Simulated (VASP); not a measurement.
ZnSe, 4 atoms in the cell. It takes space group P4/nmm (No. 129, tetragonal). The conventional cell has a = 4.108 Å, b = 4.108 Å, c = 6.070 Å, α = 90.00°, β = 90.00°, γ = 90.00°. Within 3.4 Å of Zn (site symmetry -4m2) lie 4 Se at 2.54 Å and 4 Zn at 2.90 Å. Within 3.4 Å of Se (site symmetry 4mm) lie 4 Zn at 2.54 Å. 

| Quantity | Value |
| --- | --- |
| Program | VASP 6.6.1 |
| Task | single point |
| Functional | BLYP |
| Potentials or basis | VASP PAW PBE potentials, release 64 (Zn, Se) |
| Cutoff | 520 eV |
| k mesh | 4 × 4 × 4 |
| Occupations | gaussian, width 0.01 eV |
| Spin | no spin polarisation |
| Dipole correction | no |
| Further INCAR settings | ALGO = Normal; EDIFF = 1e-06; NBANDS = 26 |

Potentials or basis: VASP PAW PBE potentials, release 64 (Zn, Se).

Command:

```bash
$ cat potpaw_PBE.64/Zn/POTCAR potpaw_PBE.64/Se/POTCAR > POTCAR
$ mpirun -np 1 vasp_std > vasp.out
```

Hardware: 1 thread of Intel(R) Xeon(R) Platinum 8488C (Sapphire Rapids), on a shared host.

Question: Estimate the wall time of this run.

Answer: Run time: 49 s on 1 thread of Intel(R) Xeon(R) Platinum 8488C (Sapphire Rapids) (shared host), peak memory 0.23 GiB. Counts: scf iterations 12, k points 18.
